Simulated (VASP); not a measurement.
Set up this calculation in VASP 6.6.1, as the native input.

| Item | Value |
| --- | --- |
| Task | single point |
| Functional | PBE |
| Potentials or basis | VASP PAW PBE potentials, release 64 (Hg_sv_GW, Mn_sv) |
| Cutoff | 680 eV |
| k mesh | 7 × 7 × 7 |
| Occupations | fermi-dirac, width 0.05 eV |
| Spin | collinear spin, ferromagnetic start |
| Starting moments | [0.0, 1.0] μB |
| Fixed moment | 1 μB |
| Dipole correction | no |
| Further INCAR settings | ALGO = Normal; EDIFF = 1e-06; NBANDS = 28 |

The structure of MnHg lies in POSCAR:

```
MnHg
1.0
    3.3150000000      0.0000000000      0.0000000000
    0.0000000000      3.3150000000      0.0000000000
    0.0000000000      0.0000000000      3.3150000000
Hg Mn
1 1
Direct
    0.0000000000      0.0000000000      0.0000000000
    0.5000000000      0.5000000000      0.5000000000
```

These files were run (other wordings do the same):

INCAR

```
SYSTEM = MnHg
PREC     = Accurate       ! precision mode
ENCUT    = 680            ! plane-wave cutoff, eV
EDIFF    = 1E-6           ! SCF threshold, eV
ISMEAR   = -1             ! smearing method
SIGMA    = 0.05           ! smearing width, eV
LREAL    = .FALSE.        ! projectors in reciprocal space
LASPH    = .TRUE.         ! aspherical terms in the spheres
NELM     = 200            ! most SCF steps
ALGO     = Normal         ! electronic algorithm
ISIF     = 2              ! what is computed and relaxed
LWAVE    = .FALSE.        ! write WAVECAR
LCHARG   = .TRUE.         ! write CHGCAR
ISPIN    = 2              ! spin polarisation
MAGMOM   = 0 1            ! initial moments
LORBIT   = 11             ! projections on sites
NUPDOWN  = 1.0            ! fixed moment
LMAXMIX  = 4              ! l up to which the mixer works
GGA      = PE             ! functional
LELF     = .TRUE.         ! ELF
LVHAR    = .TRUE.       
NBANDS   = 28             ! bands
GGA_COMPAT= .FALSE.
```

KPOINTS

```
regular mesh
0
G
  7 7 7
  0 0 0
```

Potentials or basis: VASP PAW PBE potentials, release 64 (Hg_sv_GW, Mn_sv).

The run is started by

```sh
$ cat potpaw_PBE.64/Hg_sv_GW/POTCAR potpaw_PBE.64/Mn_sv/POTCAR > POTCAR
$ mpirun -np 1 vasp_std > vasp.out
```

Results of the run:

```json
{"Pressure": "-13.1 GPa", "Net moment": "1.00 μB per cell", "Site moments": "Hg -0.06; Mn +1.09 μB", "Valence electrons inside the program's atomic spheres": "Hg 17.87; Mn 12.87"}
```

Caveat: the cell stands under tension; the total moment is fixed, so each spin has its own Fermi level and the state may be an excited one.

Wall time 42 s on 1 thread of AMD EPYC 9R45 96-Core Processor (Zen 5) (shared host), peak memory 0.19 GiB.
